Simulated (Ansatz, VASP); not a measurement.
# One calculation of ZnAu, two programs

Contents of INCAR:

```
ALGO     = Normal         # electronic algorithm
EDIFF    = 1E-7           # SCF threshold, eV
ENCUT    = 520            # plane-wave cutoff, eV
GGA      = PE             # functional
ISIF     = 2              # what is computed and relaxed
ISMEAR   = -1             # smearing method
LASPH    = T              # aspherical terms in the spheres
LCHARG   = F              # write CHGCAR
LREAL    = F              # projectors in reciprocal space
LWAVE    = F              # write WAVECAR
NBANDS   = 18             # bands
NELM     = 80             # most SCF steps
PREC     = Accurate       # precision mode
SIGMA    = 0.05           # smearing width, eV
```

Contents of KPOINTS:

```
k-points
0
Gamma
  12 12 12
```

Contents of POSCAR:

```
ZnAu
1.0
    3.0936507106      0.0000000000      0.0000000000
    0.0000000000      3.0936507106      0.0000000000
    0.0000000000      0.0000000000      3.0936507106
Zn Au
1 1
Direct
    0.5000000000      0.5000000000      0.5000000000
    0.0000000000      0.0000000000      0.0000000000
```

Input for Ansatz:

```yaml
crystal:
  lattice:
    - [3.0936507106, 0.0, 0.0]
    - [0.0, 3.0936507106, 0.0]
    - [0.0, 0.0, 3.0936507106]
  atoms:
    - { symbol: Zn, position: [0.5, 0.5, 0.5] }
    - { symbol: Au, position: [0.0, 0.0, 0.0] }
kpoints:
  mp_grid: { grid: [12, 12, 12] }
scf:
  occupations: { method: fermi_dirac, width: 0.05 }
hamiltonian:
  xc: pbe
  pseudopotentials: { kind: all_electron, lapw: { basis_error: 0.0005 } }
output:
  forces: true
  stress: true
  eigenvalues: true
```

Change from the starting cell: volume scaled by 0.95.

Alike in both runs: task single point; functional PBE; k mesh 12 × 12 × 12; occupations fermi-dirac, width 0.05 eV; no spin polarisation.

```csv
,VASP,Ansatz
version,VASP 6.6.1,Ansatz 0.2.0
potentials or method,"VASP PAW PBE potentials, release 64 (Zn, Au), cutoff 520 eV","all-electron LAPW, scalar-relativistic"
```

```tsv
	VASP	Ansatz	Ansatz less VASP
pressure (GPa)	13.4	13.3	-0.17
```

Ansatz ran all-electron here, and VASP with PAW potentials.

Spin-orbit coupling is off throughout.
